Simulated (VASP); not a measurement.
# C: single point with PBE

C:

```xyz
2
Lattice="0.0000 1.7432 1.8293 1.7432 0.0000 1.8293 1.7432 1.7432 0.0000" Properties=species:S:1:pos:R:3 pbc="T T T"
C     1.7432    1.7432    1.8293
C     2.6148    2.6148    2.7440
```

This cell differs from its parent crystal: volume 5.559 Å^3 an atom, c/a of the conventional cell 1.0494.

```json
{
  "Program": "VASP 6.6.1",
  "Task": "single point",
  "Functional": "PBE",
  "Potentials or basis": "VASP PAW PBE potentials, release 64 (C)",
  "Cutoff": "520 eV",
  "k mesh": "12 × 12 × 12",
  "Occupations": "gaussian, width 0.05 eV",
  "Spin": "no spin polarisation"
}
```

```
Pressure               : 11.8 GPa
Band gap on the k mesh : 3.58 eV, indirect (least direct gap 5.21 eV)
```

Stress tensor (GPa, compression positive):
```
 27.78   0.00   0.00
  0.00  27.78   0.00
  0.00   0.00 -20.30
```

Levels at points of the mesh, in eV from the valence-band top:
```csv
k point,band 2,band 3,band 4,band 5,band 6,band 7
"(0.00, 0.00, 0.00)",-0.78,0.00,0.00,5.21,5.21,5.81
"(0.50, 0.00, 0.00)",-13.85,-3.56,-2.65,7.47,8.49,9.46
"(0.50, 0.50, 0.00)",-13.66,-6.18,-6.18,5.31,5.31,16.66
"(0.50, 0.00, 0.50)",-12.91,-6.90,-6.90,4.18,4.18,16.81
```

Run time: 11 s on 1 thread of Intel(R) Xeon(R) Platinum 8488C (Sapphire Rapids) (shared host), peak memory 0.12 GiB.

 A k mesh can miss the band edges.
